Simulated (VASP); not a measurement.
Wanted: the native input for a VASP 6.6.1 run.

```
Task                   : electric field gradients
Functional             : r2SCAN
Potentials or basis    : VASP PAW PBE potentials, release 64 (Al)
Cutoff                 : 440 eV
k mesh                 : 17 × 17 × 17
Occupations            : fermi-dirac, width 0.03 eV
Spin                   : no spin polarisation
Dipole correction      : no
Further INCAR settings : ALGO = Normal; EDIFF = 1e-08; NBANDS = 8
```

Crystal: Al.

```
Al
1.0
     0.00000    2.02398    2.02398
     2.02398    0.00000    2.02398
     2.02398    2.02398    0.00000
Al
1
Direct
  0.00000 0.00000 0.00000
```

These files were run (other wordings do the same):

POSCAR

```
Al
1.0
    0.0000000000      2.0239800000      2.0239800000
    2.0239800000      0.0000000000      2.0239800000
    2.0239800000      2.0239800000      0.0000000000
Al
1
Direct
    0.0000000000      0.0000000000      0.0000000000
```

INCAR.step1

```
SYSTEM = Al
PREC     = Accurate       ! precision mode
ENCUT    = 440            ! plane-wave cutoff, eV
ISMEAR   = -1             ! smearing method
SIGMA    = 0.03           ! smearing width, eV
LREAL    = .False.        ! projectors in reciprocal space
LASPH    = .True.         ! aspherical terms in the spheres
NELM     = 120            ! most SCF steps
NBANDS   = 8              ! bands
GGA      = PE             ! functional
ALGO     = Normal         ! electronic algorithm
EDIFF    = 1E-5           ! SCF threshold, eV
LWAVE    = .True.         ! write WAVECAR
LCHARG   = .False.        ! write CHGCAR
GGA_COMPAT= .False.
```

INCAR.step2

```
SYSTEM = Al
PREC     = Accurate       ! precision mode
ENCUT    = 440            ! plane-wave cutoff, eV
EDIFF    = 1E-8           ! SCF threshold, eV
ISMEAR   = -1             ! smearing method
SIGMA    = 0.03           ! smearing width, eV
LREAL    = .False.        ! projectors in reciprocal space
LASPH    = .True.         ! aspherical terms in the spheres
NELM     = 120            ! most SCF steps
ALGO     = Normal         ! electronic algorithm
ISIF     = 2              ! what is computed and relaxed
LWAVE    = .False.        ! write WAVECAR
LCHARG   = .False.        ! write CHGCAR
METAGGA  = R2SCAN         ! meta-GGA
LMIXTAU  = .True.       
LEFG     = .True.       
NBANDS   = 8              ! bands
ISTART   = 1            
GGA_COMPAT= .False.
```

KPOINTS

```
Automatic mesh
0
Gamma
  17 17 17
  0 0 0
```

Potentials or basis: VASP PAW PBE potentials, release 64 (Al).

Command:

```console
$ cat potpaw_PBE.64/Al/POTCAR > POTCAR
$ cp INCAR.step1 INCAR
$ mpirun -np 1 vasp_std > vasp.out
$ cp INCAR.step2 INCAR
$ mpirun -np 1 vasp_std > vasp.out
```

Results of the run:

* Pressure: -3.8 GPa
* Band gap on the k mesh: zero (an odd number of electrons rules out a gap without spin polarisation)
* Largest electric field gradient by atom: zero within the noise of the run

Caveat: the cell stands under tension; the PAW data sets were made with another functional, which shifts forces and pressure a little.

Run time: 34 s on 1 thread of AMD EPYC 9R45 96-Core Processor (Zen 5), with other jobs on the host, peak memory 0.1 GiB.
